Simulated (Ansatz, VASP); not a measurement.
**One calculation of NaF, two programs**

```
Na F
1.0
     0.00000    2.53126    2.53126
     2.53126    0.00000    2.53126
     2.53126    2.53126    0.00000
Na F
1 1
Direct
  0.00000 0.00000 0.00000
  0.25000 0.25000 0.25000
```

Alike in both runs: task single point; functional PBE0; k mesh 6 × 6 × 6; no spin polarisation.

```csv
,VASP,Ansatz
version,VASP 6.6.1,Ansatz 0.2.0
potentials or method,"VASP PAW PBE potentials, release 64 (Na_pv, F)","plane waves, PAW"
plane-wave cutoff (eV),520,420
occupations,"gaussian, width 0.01 eV",fixed
valence electrons in the cell,14,16
```

|  | VASP | Ansatz | Ansatz less VASP |
| --- | --- | --- | --- |
| gap on the k mesh at the Fermi level (eV) | 8.42 | 8.44 | +0.022 |
| pressure (GPa) | 0.9 | 0.7 | -0.16 |

VASP's potentials hold 14 valence electrons a cell and Ansatz's 16, so a difference there can come from the potentials and not from the codes. Ansatz's warnings: stress exchange threshold loose, stress scf threshold loose.
